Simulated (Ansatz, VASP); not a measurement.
## TePb in VASP and in Ansatz

```
CELL_PARAMETERS angstrom
0.00000 3.33278 3.33278
3.33278 0.00000 3.33278
3.33278 3.33278 0.00000
ATOMIC_POSITIONS crystal
Te 0.50000 0.50000 0.50000
Pb 0.00000 0.00000 0.00000
```

Alike in both runs: functional r2SCAN; k mesh 8 × 8 × 8; occupations fermi-dirac, width 0.02 eV; no spin polarisation.

Ansatz relaxed the structure, and its values are those at the end. VASP's run is a single point on that final structure, the one shown.

```csv
,VASP,Ansatz
version,VASP 6.6.1,Ansatz 0.2.0
potentials or method,"VASP PAW PBE potentials, release 64 (Te, Pb_d), cutoff 520 eV",PAW plane waves
valence electrons in the cell,20,30
```

```tsv
	VASP	Ansatz	Ansatz less VASP
gap on the k mesh at the Fermi level (eV)	1.20	1.20	+0.004
pressure (GPa)	-2.2	-2.2	+0.03
```

VASP's potentials were made for PBE, not for r2SCAN. VASP's potentials hold 20 valence electrons a cell and Ansatz's 30, so a difference there can come from the potentials and not from the codes. Ansatz's warnings: stress scf threshold loose.

Neither program's run includes spin-orbit coupling.
